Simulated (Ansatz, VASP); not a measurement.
## Hf5H2 in VASP and in Ansatz

```xyz
7
Lattice="3.2047 0.0000 0.0000 -1.6023 2.7753 0.0000 0.0000 0.0000 13.2515" Properties=species:S:1:pos:R:3 pbc="T T T"
Hf    1.6023    0.9251    5.1318
Hf    0.0000    1.8502    8.1198
Hf    0.0000    0.0000    0.0000
Hf    1.6023    0.9251   10.6883
Hf    0.0000    1.8502    2.5633
H     1.6023    0.9251    7.2183
H     0.0000    1.8502    6.0332
```

Alike in both runs: functional PBE; k mesh 12 × 12 × 4; occupations gaussian, width 0.1 eV; no spin polarisation.

Ansatz relaxed the structure, and its values are those at the end. VASP's run is a single point on that final structure, the one shown.

|  | VASP | Ansatz |
| --- | --- | --- |
| version | VASP 6.6.1 | Ansatz 0.2.0 |
| potentials or method | VASP PAW PBE potentials, release 64 (Hf_pv, H), cutoff 520 eV | scalar-relativistic, plane waves, PAW |
| valence electrons in the cell | 52 | 132 |

|  | VASP | Ansatz | Ansatz less VASP |
| --- | --- | --- | --- |
| gap on the k mesh at the Fermi level (eV) | none | none | - |
| pressure (GPa) | -0.5 | 0.0 | +0.53 |
| rms of the force components (eV/Å) | 0.004 | 0.000 | -0.0040 |

A gap of «none» marks a metal or a gap that the smearing closes. VASP's potentials hold 52 valence electrons a cell and Ansatz's 132, so a difference there can come from the potentials and not from the codes.

Neither program's run includes spin-orbit coupling.
